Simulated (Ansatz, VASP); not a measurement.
# Two plane-wave programs on W

```
CELL_PARAMETERS angstrom
2.78418 0.00000 0.00000
-1.39209 2.41117 0.00000
0.00000 0.00000 14.73444
ATOMIC_POSITIONS crystal
W 0.00000 0.00000 0.00029
W 0.33333 0.66667 0.16667
W 0.00000 0.00000 0.33304
W 0.66667 0.33333 0.49943
W 0.00000 0.00000 0.66667
W 0.66667 0.33333 0.83390
```

Alike in both runs: functional PBE; k mesh 18 × 18 × 3; occupations gaussian, width 0.1 eV; no spin polarisation.

Ansatz relaxed the structure, and its values are those at the end. VASP's run is a single point on that final structure, the one shown.

```csv
,VASP,Ansatz
version,VASP 6.6.1,Ansatz 0.2.0
potentials or method,"VASP PAW PBE potentials, release 64 (W_sv), cutoff 520 eV","scalar-relativistic, plane waves, PAW"
valence electrons in the cell,84,84
```

VASP gave:

| Property | Result |
| --- | --- |
| gap on the k mesh at the Fermi level (eV) | none |
| pressure (GPa) | 0.5 |

**Question.** What did Ansatz give for the same quantities?

**Answer.** gap on the k mesh at the Fermi level (eV): none; pressure (GPa): 0.0.

A gap of «none» marks a metal or a gap that the smearing closes.

Spin-orbit coupling is off throughout.
